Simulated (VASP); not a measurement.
A run of VASP 6.6.1 is set up as follows.

Contents of INCAR:

```
PREC = Accurate ; ENCUT = 520
EDIFF = 1E-6 ; ISMEAR = -1
SIGMA = 0.05 ; LREAL = F
LASPH = T ; NELM = 100
ALGO = Normal ; ISIF = 2
LWAVE = F ; LCHARG = T
GGA = PE ; LELF = T
LVHAR = T ; NBANDS = 11
```

File KPOINTS:

```
regular mesh
0
Gamma
  15 15 15
```

POSCAR

```
AlN
1.0
    2.3736106686      0.0000000000      0.0000000000
    0.0000000000      2.3736106686      0.0000000000
    0.0000000000      0.0000000000      2.3736106686
Al N
1 1
Direct
    0.0000000000      0.0000000000      0.0000000000
    0.5000000000      0.5000000000      0.5000000000
```

Potentials or basis: VASP PAW PBE potentials, release 64 (Al, N).

The run is started by

```sh
$ cat potpaw_PBE.64/Al/POTCAR potpaw_PBE.64/N/POTCAR > POTCAR
$ mpirun -np 1 vasp_std > vasp.out
```

(1) Estimate the band gap on the k mesh.

(2) Estimate the pressure.

## Answers

(1) zero (bands 4 and 5 overlap by 1.07 eV).

(2) 99.9 GPa.

Caveat: the cell stands under pressure.
